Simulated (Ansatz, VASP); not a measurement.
W: VASP beside Ansatz

INCAR

```
ALGO = Fast
EDIFF = 1E-7
ENCUT = 520
GGA = PE
ISIF = 2
ISMEAR = -1
LASPH = True
LCHARG = False
LREAL = False
LWAVE = False
NBANDS = 13
NELM = 80
PREC = Accurate
SIGMA = 0.4
```

Contents of KPOINTS:

```
k-points
0
Gamma
  20 20 20
```

POSCAR

```
W
1.0
   -1.6771650000      1.6771650000      1.5174350000
    1.6771650000     -1.6771650000      1.5174350000
    1.6771650000      1.6771650000     -1.5174350000
W
1
Direct
    0.0000000000      0.0000000000      0.0000000000
```

Input for Ansatz:

```yaml
crystal:
  lattice:
    - [-1.677165, 1.677165, 1.517435]
    - [1.677165, -1.677165, 1.517435]
    - [1.677165, 1.677165, -1.517435]
  atoms:
    - { symbol: W, position: [0.0, 0.0, 0.0] }
basis:
  ecutwfc: 420
kpoints:
  mp_grid: { grid: [20, 20, 20] }
hamiltonian:
  xc: pbe
scf:
  occupations: { method: fermi_dirac, width: 0.4 }
output:
  forces: true
  stress: true
  eigenvalues: true
```

Change from the starting cell: strain +0.050 along x and y, -0.050 along z, atoms carried along.

Alike in both runs: task single point; functional PBE; k mesh 20 × 20 × 20; occupations fermi-dirac, width 0.4 eV; no spin polarisation.

```csv
,VASP,Ansatz
version,VASP 6.6.1,Ansatz 0.2.0
potentials or method,"VASP PAW PBE potentials, release 64 (W_sv), cutoff 520 eV","scalar-relativistic, plane waves, PAW"
valence electrons in the cell,14,14
```

```csv
,VASP,Ansatz,Ansatz less VASP
gap on the k mesh at the Fermi level (eV),none,none,-
pressure (GPa),-11.6,-11.9,-0.36
"traceless stress, the component that is largest in VASP (GPa)",14.43,14.42,-0.011
```

A gap of «none» marks a metal or a gap that the smearing closes.

Neither program's run includes spin-orbit coupling.
